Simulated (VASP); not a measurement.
# GaN (F-43m) in VASP: further runs

The runs below take GaN through single point, with PBE.

Everything below comes from runs of VASP 6.6.1. Logs are shortened: lines on timing, memory, paths and dates and some standing lists are left out, and cuts for length are marked.

## Step 1: The cell of the first run

It takes space group F-43m (No. 216, cubic). Conventional cell: a = 4.351 Å, b = 4.351 Å, c = 4.351 Å, α = 90.00°, β = 90.00°, γ = 90.00°. Within 2.5 Å of Ga (site symmetry -43m) lie 4 N at 1.88 Å. Within 2.5 Å of N (site symmetry -43m) lie 4 Ga at 1.88 Å.

## Step 2: Single point, PBE

File INCAR:

```
PREC = Accurate
ENCUT = 520
EDIFF = 1E-6
ISMEAR = 1
SIGMA = 0.02
LREAL = False
LASPH = True
NELM = 80
ALGO = Normal
ISIF = 2
LWAVE = False
LCHARG = False
GGA = PE
NBANDS = 16
```

File KPOINTS:

```
regular mesh
0
Gamma
  8 8 8
```

File POSCAR:

```
GaN
1.0
    0.0000000000      2.1757312937      2.1757312937
    2.1757312937      0.0000000000      2.1757312937
    2.1757312937      2.1757312937      0.0000000000
Ga N
1 1
Direct
    0.0000000000      0.0000000000      0.0000000000
    0.7500000000      0.7500000000      0.7500000000
```

Potentials or basis: VASP PAW PBE potentials, release 64 (Ga_d, N).

Command:

```console
cat potpaw_PBE.64/Ga_d/POTCAR potpaw_PBE.64/N/POTCAR > POTCAR
mpirun -np 1 vasp_std > vasp.out
```

OUTCAR:

```text
PREC = Accurate
   ENCUT = 520
   EDIFF = 1E-6
   ISMEAR = 1
   LREAL = False
   LASPH = True
   NELM = 80
   ISIF = 2
   GGA = PE

 ion  position               nearest neighbor table
   1  0.000  0.000  0.000-   2 1.88   2 1.88   2 1.88   2 1.88
   2  0.750  0.750  0.750-   1 1.88   1 1.88   1 1.88   1 1.88

  LATTYP: Found a face centered cubic cell.
 ALAT       =     4.3514625874

  Lattice vectors:

 A1 = (   0.0000000000,   2.1757312937,   2.1757312937)
 A2 = (   2.1757312937,   0.0000000000,   2.1757312937)
 A3 = (   2.1757312937,   2.1757312937,   0.0000000000)

Analysis of symmetry for initial positions (statically):
=====================================================================
 Subroutine PRICEL returns:
 Original cell was already a primitive cell.

 Routine SETGRP: Setting up the symmetry group for a
 face centered cubic supercell.

 Subroutine GETGRP returns: Found 24 space group operations
 (whereof 24 operations were pure point group operations)
 out of a pool of 48 trial point group operations.

The static configuration has the point symmetry T_d .

Analysis of symmetry for dynamics (positions and initial velocities):
=====================================================================
 Subroutine PRICEL returns:
 Original cell was already a primitive cell.

 Routine SETGRP: Setting up the symmetry group for a
 face centered cubic supercell.

 Subroutine GETGRP returns: Found 24 space group operations
 (whereof 24 operations were pure point group operations)
 out of a pool of 48 trial point group operations.

The dynamic configuration has the point symmetry T_d .

 Subroutine INISYM returns: Found 24 space group operations
 (whereof 24 operations are pure point group operations),
 and found     1 'primitive' translations

----------------------------------------------------------------------------------------

                                     Primitive cell

  volume of cell :      20.5990

  direct lattice vectors                    reciprocal lattice vectors
     0.000000000  2.175731294  2.175731294    -0.229807790  0.229807790  0.229807790
     2.175731294  0.000000000  2.175731294     0.229807790 -0.229807790  0.229807790
     2.175731294  2.175731294  0.000000000     0.229807790  0.229807790 -0.229807790

  length of vectors
     3.076948704  3.076948704  3.076948704     0.398038768  0.398038768  0.398038768

  position of ions in fractional coordinates (direct lattice)
     0.000000000  0.000000000  0.000000000
     0.750000000  0.750000000  0.750000000

  ion indices of the primitive-cell ions
   primitive index   ion index
                 1           1
                 2           2

----------------------------------------------------------------------------------------

 KPOINTS: regular mesh

Automatic generation of k-mesh.
 Grid dimensions read from file:
 generate k-points for:    8    8    8

 Generating k-lattice:

  Cartesian coordinates                     Fractional coordinates (reciprocal lattice)
    -0.028725974  0.028725974  0.028725974     0.125000000  0.000000000  0.000000000
     0.028725974 -0.028725974  0.028725974     0.000000000  0.125000000  0.000000000
     0.028725974  0.028725974 -0.028725974     0.000000000  0.000000000  0.125000000

  Length of vectors
     0.049754846  0.049754846  0.049754846

  Shift w.r.t. Gamma in fractional coordinates (k-lattice)
     0.000000000  0.000000000  0.000000000

 Subroutine IBZKPT returns following result:
 ===========================================

 Found     29 irreducible k-points:

 Following reciprocal coordinates:
            Coordinates               Weight
  0.000000  0.000000  0.000000      1.000000
  0.125000  0.000000  0.000000      8.000000
  0.250000  0.000000  0.000000      8.000000
  0.375000  0.000000  0.000000      8.000000
  0.500000  0.000000  0.000000      4.000000
  0.125000  0.125000  0.000000      6.000000
[... 16 lines left out ...]
  0.500000  0.250000  0.125000     48.000000
 -0.375000  0.250000  0.125000     24.000000
 [... further k-points ...]
   k-points           NKPTS =     29   k-points in BZ     NKDIM =     29   number of bands    NBANDS=     16
   number of dos      NEDOS =    301   number of ions     NIONS =      2
   total plane-waves  NPLWV =  13824
   dimension x,y,z NGX =    24 NGY =   24 NGZ =   24
   dimension x,y,z NGXF=    48 NGYF=   48 NGZF=   48
   ions per type =               1   1
   NGX,Y,Z   is equivalent  to a cutoff of  12.97, 12.97, 12.97 a.u.
   NGXF,Y,Z  is equivalent  to a cutoff of  25.93, 25.93, 25.93 a.u.
 SYSTEM =  unknown system
   PREC   = accura    normal or accurate (medium, high low for compatibility)
   ISTART =      0    job   : 0-new  1-cont  2-samecut
   ICHARG =      2    charge: 1-file 2-atom 10-const
   ISPIN  =      1    spin polarized calculation?
   LNONCOLLINEAR =      F non collinear calculations
   LSORBIT =      F    spin-orbit coupling
   LASPH  =      T    aspherical Exc in radial PAW
   ENCUT  =  520.0 eV  38.22 Ry    6.18 a.u.   5.72  5.72  5.72*2*pi/ulx,y,z
   NELM   =     80;   NELMIN=  2; NELMDL= -5     # of ELM steps
   EDIFF  = 0.1E-05   stopping-criterion for ELM
   LREAL  =      F    real-space projection
   EDIFFG = 0.1E-04   stopping-criterion for IOM
   NSW    =      0    number of steps for IOM
   IBRION =     -1    ionic relax: 0-MD 1-quasi-New 2-CG
   NFREE  =      0    steps in history (QN), initial steepest desc. (CG)
   ISIF   =      2    stress and relaxation
   ISYM   =      2    0-nonsym 1-usesym 2-fastsym
   POTIM  = 0.5000    time-step for ionic-motion
   TEBEG  =    0.0;   TEEND  =   0.0 temperature during run
   PSTRESS=    0.0 pullay stress
   NELECT =      18.0000    total number of electrons
   NUPDOWN=      -1.0000    fix difference up-down
   EMIN   =  10.00;   EMAX   =-10.00  energy-range for DOS
   EFERMI =   0.00;   METHOD = LEGACY
   ISMEAR =     1;   SIGMA  =   0.02  broadening in eV -4-tet -1-fermi 0-gaus
   EFERMI_NEDOS =   21; number of points for ismear=-14 and -15
   IALGO  =     38    algorithm
   IMIX   =      4    mixing-type and parameters
     AMIX     =   0.40;   BMIX     =  1.00
     AMIX_MAG =   1.60;   BMIX_MAG =  1.00
  volume/ion in A,a.u.               =      10.30        69.50
  Fermi-wavevector in a.u.,A,eV,Ry     =   1.565130  2.957667 33.329265  2.449632
  Thomas-Fermi vector in A             =   2.667652
   LORBIT       =      0    0 simple, 1 ext, 2 COOP (PROOUT), +10 PAW based schemes
   GGA     = PE    functional components
   LHFCALC =     F    Hartree Fock is set to
   AEXX    =    0.0000 exact exchange contribution
   IVDW    =     0    specifies the selected vdW correction
   LEPSILON=     F    determine dielectric tensor
   LRPA    =     F    only Hartree local field effects (RPA)
 non-spin polarized calculation
 Methfessel and Paxton  Order N= 1 SIGMA  =   0.02
  energy-cutoff  :      520.00
  volume of cell :       20.60
 maximum number of plane-waves:       568
   NGX = 11   NGY = 11   NGZ = 11

 number of electron      17.9999988 magnetization

 Free energy of the ion-electron system (eV)
  ---------------------------------------------------
  ext. energy  EPLUGINS =         0.00000000
  ---------------------------------------------------
  free energy    TOTEN  =       -11.90383047 eV

  energy without entropy =      -11.90383727  energy(sigma->0) =      -11.90383274

 E-fermi :   6.5158     XC(G=0): -12.2423

 val. band max:        6.4989335964   @ k =   0.0000   0.0000   0.0000
 cond. band min:       8.9034629105   @ k =   0.0000   0.0000   0.0000
 fundamental gap:      2.4045293140
 Fermi energy:         6.5157710034

 k-point     1 :       0.0000    0.0000    0.0000
  band No.  band energies     occupation
      1     -10.3980      2.00000
      2      -7.0819      2.00000
      3      -7.0819      2.00000
      4      -7.0819      2.00000
      5      -6.6390      2.00000
      6      -6.6390      2.00000
[... 8 lines left out ...]
     15      26.1639      0.00000
     16      26.1639      0.00000

 k-point     2 :       0.1250    0.0000    0.0000
  band No.  band energies     occupation
      1     -10.1927      2.00000
      2      -7.0541      2.00000
      3      -7.0541      2.00000
      4      -7.0287      2.00000
      5      -6.6416      2.00000
      6      -6.6416      2.00000
[... 8 lines left out ...]
     15      24.4717      0.00000
     16      24.5922      0.00000

 k-point     3 :       0.2500    0.0000    0.0000
  band No.  band energies     occupation
      1      -9.7043      2.00000
      2      -6.9993      2.00000
      3      -6.9993      2.00000
      4      -6.7516      2.00000
      5      -6.6337      2.00000
      6      -6.6337      2.00000
[... 8 lines left out ...]
     15      24.1220      0.00000
     16      24.1220      0.00000

 k-point     4 :       0.3750    0.0000    0.0000
  band No.  band energies     occupation
      1      -9.2827      2.00000
      2      -6.9682      2.00000
      3      -6.9682      2.00000
      4      -6.5992      2.00000
      5      -6.5992      2.00000
      6      -6.0230      2.00000
[... 8 lines left out ...]
     15      25.8044      0.00000
     16      25.8044      0.00000

 k-point     5 :       0.5000    0.0000    0.0000
  band No.  band energies     occupation
      1      -9.1461      2.00000
      2      -6.9628      2.00000
      3      -6.9628      2.00000
      4      -6.5766      2.00000
      5      -6.5766      2.00000
      6      -5.3814      2.00000
[... 8 lines left out ...]
     15      27.4753      0.00000
     16      27.4753      0.00000

 k-point     6 :       0.1250    0.1250    0.0000
  band No.  band energies     occupation
      1     -10.1250      2.00000
      2      -7.0448      2.00000
      3      -7.0286      2.00000
      4      -7.0286      2.00000
      5      -6.6600      2.00000
      6      -6.6240      2.00000
[... 8 lines left out ...]
     15      27.3537      0.00000
     16      27.3537      0.00000

 k-point     7 :       0.2500    0.1250    0.0000
  band No.  band energies     occupation
      1      -9.7331      2.00000
      2      -7.0012      2.00000
      3      -6.9678      2.00000
      4      -6.8693      2.00000
      5      -6.6367      2.00000
      6      -6.6081      2.00000
[... 8 lines left out ...]
     15      26.3205      0.00000
     16      26.4949      0.00000

 k-point     8 :       0.3750    0.1250    0.0000
  band No.  band energies     occupation
      1      -9.3015      2.00000
      2      -6.9666      2.00000
      3      -6.9262      2.00000
      4      -6.7092      2.00000
      5      -6.5826      2.00000
      6      -6.1651      2.00000
[... 8 lines left out ...]
     15      25.6980      0.00000
     16      27.2533      0.00000

 k-point     9 :       0.5000    0.1250    0.0000
  band No.  band energies     occupation
      1      -9.0996      2.00000
      2      -6.9601      2.00000
      3      -6.9187      2.00000
      4      -6.6386      2.00000
      5      -6.5746      2.00000
      6      -5.3468      2.00000
[... 8 lines left out ...]
     15      26.3420      0.00000
     16      27.8586      0.00000
[... 172 lines left out ...]
 k-point    19 :       0.5000    0.3750    0.0000
  band No.  band energies     occupation
      1      -8.9092      2.00000
      2      -6.9644      2.00000
      3      -6.7168      2.00000
      4      -6.7031      2.00000
      5      -6.5513      2.00000
      6      -5.0840      2.00000
[... 8 lines left out ...]
     15      30.7431      0.00000
     16      31.0951      0.00000

 k-point    20 :      -0.3750    0.3750    0.0000
  band No.  band energies     occupation
      1      -8.9002      2.00000
      2      -6.9428      2.00000
      3      -6.7321      2.00000
      4      -6.7278      2.00000
      5      -6.5885      2.00000
      6      -4.7231      2.00000
[... 8 lines left out ...]
     15      28.2795      0.00000
     16      31.3684      0.00000

 k-point    21 :       0.5000    0.5000    0.0000
  band No.  band energies     occupation
      1      -8.8789      2.00000
      2      -6.9961      2.00000
      3      -6.6649      2.00000
      4      -6.6649      2.00000
      5      -6.5362      2.00000
      6      -4.9829      2.00000
[... 8 lines left out ...]
     15      30.2032      0.00000
     16      32.0651      0.00000

 k-point    22 :       0.3750    0.2500    0.1250
  band No.  band energies     occupation
      1      -9.3768      2.00000
      2      -6.9484      2.00000
      3      -6.9184      2.00000
      4      -6.7795      2.00000
      5      -6.6086      2.00000
      6      -6.3487      2.00000
[... 8 lines left out ...]
     15      26.6855      0.00000
     16      29.2587      0.00000

 k-point    23 :       0.5000    0.2500    0.1250
  band No.  band energies     occupation
      1      -9.0918      2.00000
      2      -6.9363      2.00000
      3      -6.8768      2.00000
      4      -6.7141      2.00000
      5      -6.5956      2.00000
      6      -5.6029      2.00000
[... 8 lines left out ...]
     15      26.8858      0.00000
     16      28.9913      0.00000

 k-point    24 :      -0.3750    0.2500    0.1250
  band No.  band energies     occupation
      1      -9.0009      2.00000
      2      -6.9443      2.00000
      3      -6.8587      2.00000
      4      -6.6734      2.00000
      5      -6.5968      2.00000
      6      -5.0333      2.00000
[... 8 lines left out ...]
     15      26.3414      0.00000
     16      28.9101      0.00000

 [... further k-points ...]

------------------------ aborting loop because EDIFF is reached ----------------------------------------

  FORCE on cell =-STRESS in cart. coord.  units (eV):
  Direction    XX          YY          ZZ          XY          YZ          ZX
  --------------------------------------------------------------------------------------
  -------------------------------------------------------------------------------------
  Total        3.9161804      3.9161804      3.9161804      0.0000000     -0.0000000      0.0000000
  in kB      304.5983151    304.5983151    304.5983151      0.0000000     -0.0000000      0.0000000
  external PRESSURE =     304.5983151 kB  Pullay stress =       0.0000000 kB

 VOLUME and BASIS-vectors are now :
 -----------------------------------------------------------------------------
  energy-cutoff  :      520.00
  volume of cell :       20.60
      direct lattice vectors                 reciprocal lattice vectors
     0.000000000  2.175731294  2.175731294    -0.229807790  0.229807790  0.229807790
     2.175731294  0.000000000  2.175731294     0.229807790 -0.229807790  0.229807790
     2.175731294  2.175731294  0.000000000     0.229807790  0.229807790 -0.229807790

 POSITION                                       TOTAL-FORCE (eV/Angst)
 -----------------------------------------------------------------------------------
      0.00000      0.00000      0.00000         0.000000      0.000000     -0.000000
      3.26360      3.26360      3.26360        -0.000000     -0.000000      0.000000
 -----------------------------------------------------------------------------------
    total drift:                               -0.000002     -0.000002     -0.000001

  FREE ENERGIE OF THE ION-ELECTRON SYSTEM (eV)
  ---------------------------------------------------
  free  energy   TOTEN  =       -11.9038304708 eV

  energy  without entropy=      -11.9038372653  energy(sigma->0) =      -11.90383274
```

Wall time 8 s (1 thread of Intel Xeon Platinum 8259CL at 2.50GHz (Skylake/Cascade Lake), shared host); peak memory 0.14 GiB.

What came out:

| Property | Result |
| --- | --- |
| Free energy | -11.9038 eV |
| Pressure | 30.5 GPa |
| Band gap on the k mesh | 2.40 eV, direct |

Levels at points of the mesh, in eV from the valence-band top:
| k point | band 5 | band 6 | band 7 | band 8 | band 9 | band 10 | band 11 | band 12 | band 13 | band 14 |
| --- | --- | --- | --- | --- | --- | --- | --- | --- | --- | --- |
| (0.00, 0.00, 0.00) | -13.14 | -13.14 | 0.00 | 0.00 | 0.00 | 2.40 | 10.97 | 10.97 | 10.97 | 19.01 |
| (0.50, 0.00, 0.00) | -13.08 | -11.88 | -7.77 | -1.11 | -1.11 | 5.37 | 9.25 | 10.91 | 10.91 | 16.56 |
| (0.50, 0.50, 0.00) | -13.04 | -11.48 | -6.58 | -3.10 | -3.10 | 3.37 | 7.27 | 12.51 | 15.11 | 15.11 |

## Step 3: Single point, PBE

This run uses another cell than the first one, of 10.59 Å³/atom, 1.028 times its volume.

File INCAR:

```
ALGO = Normal ; EDIFF = 1E-6
ENCUT = 520 ; GGA = PE
ISIF = 2 ; ISMEAR = 1
LASPH = True ; LCHARG = False
LREAL = False ; LWAVE = False
NBANDS = 16 ; NELM = 80
PREC = Accurate ; SIGMA = 0.02
```

File KPOINTS:

```
k-points
0
Gamma
  8 8 8
```

File POSCAR:

```
GaN
1.0
    0.0000000000      2.1956932463      2.1956932463
    2.1956932463      0.0000000000      2.1956932463
    2.1956932463      2.1956932463      0.0000000000
Ga N
1 1
Direct
    0.0000000000      0.0000000000      0.0000000000
    0.7500000000      0.7500000000      0.7500000000
```

Potentials or basis: VASP PAW PBE potentials, release 64 (Ga_d, N).

Command:

```console
cat potpaw_PBE.64/Ga_d/POTCAR potpaw_PBE.64/N/POTCAR > POTCAR
mpirun -np 1 vasp_std > vasp.out
```

Run time: 8 s. Hardware: 1 thread of Intel Xeon Platinum 8259CL at 2.50GHz (Skylake/Cascade Lake), shared host; peak memory 0.14 GiB.

It converged, with:

```
Free energy            : -11.9989 eV
Pressure               : 22.8 GPa
Band gap on the k mesh : 2.23 eV, direct
```

Levels at points of the mesh, in eV from the valence-band top:
```tsv
k point	band 7	band 8	band 9	band 10	band 11	band 12
(0.00, 0.00, 0.00)	0.00	0.00	0.00	2.23	10.80	10.80
(0.50, 0.00, 0.00)	-7.57	-1.07	-1.07	5.18	9.11	10.77
(0.50, 0.50, 0.00)	-6.45	-2.99	-2.99	3.37	7.12	12.29
```

Expect the measured gap to be larger: semilocal functionals such as PBE lack the derivative discontinuity.
